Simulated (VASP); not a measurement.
Here is a VASP 6.6.1 calculation.

File INCAR:

```
  PREC = Accurate
  ENCUT = 600
  EDIFF = 1E-6
  ISMEAR = -1
  SIGMA = 0.05
  LREAL = False
  LASPH = True
  NELM = 120
  ALGO = Normal
  ISIF = 2
  LWAVE = False
  LCHARG = False
  GGA = PE
  NBANDS = 19
  GGA_COMPAT = False
```

The input KPOINTS:

```
regular mesh
0
Gamma
  8 8 8
```

File POSCAR:

```
BaF2
1.0
    0.0000000000      3.1400175799      3.1400175799
    3.1400175799      0.0000000000      3.1400175799
    3.1400175799      3.1400175799      0.0000000000
Ba F
1 2
Direct
    0.0000000000      0.0000000000      0.0000000000
    0.7500000000      0.7500000000      0.7500000000
    0.2500000000      0.2500000000      0.2500000000
```

Potentials or basis: VASP PAW PBE potentials, release 64 (Ba_sv, F).

The run is started by

```bash
$ cat potpaw_PBE.64/Ba_sv/POTCAR potpaw_PBE.64/F/POTCAR > POTCAR
$ mpirun -np 1 vasp_std > vasp.out
```

Estimate the band gap on the k mesh.

6.60 eV (least direct gap 6.66 eV).

Estimate the pressure.

0.0 GPa.

Caveat: spin-orbit coupling is left out, which moves the levels of the heavy elements. PBE gaps usually lie below the measured ones, often by a third to a half.
